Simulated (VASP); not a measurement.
Input of a VASP 6.6.1 run:

The input INCAR:

```
PREC = Accurate
ENCUT = 600
EDIFF = 1E-6
ISMEAR = -1
SIGMA = 0.001
LREAL = False
LASPH = True
NELM = 120
ALGO = Normal
ISIF = 2
LWAVE = False
LCHARG = True
GGA = PE
LELF = True
LVHAR = True
NBANDS = 28
GGA_COMPAT = False
```

The input KPOINTS:

```
Automatic mesh
0
Gamma
  4 4 4
```

The input POSCAR:

```
KNbO3
1.0
    4.0129726800      0.0000000000      0.0000000000
    0.0000000000      4.0129726800      0.0000000000
    0.0000000000      0.0000000000      4.1102918300
K Nb O
1 1 3
Direct
    0.5000000000      0.5000000000      0.4999545100
    0.0000000000      0.0000000000      0.0149157700
    0.5000000000      0.0000000000      0.9741423400
    0.0000000000      0.5000000000      0.9741423400
    0.0000000000      0.0000000000      0.4716460400
```

Potentials or basis: VASP PAW PBE potentials, release 64 (K_sv, Nb_sv, O).

Launch:

```sh
$ cat potpaw_PBE.64/K_sv/POTCAR potpaw_PBE.64/Nb_sv/POTCAR potpaw_PBE.64/O/POTCAR > POTCAR
$ mpirun -np 1 vasp_std > vasp.out
```

(1) What does it give for the pressure?

(2) What does it give for the band gap on the k mesh?

(3) What does it give for the largest force?

Answers

(1) -0.6 GPa.

(2) 1.54 eV (least direct gap 2.39 eV).

(3) 0.390 eV/Å.
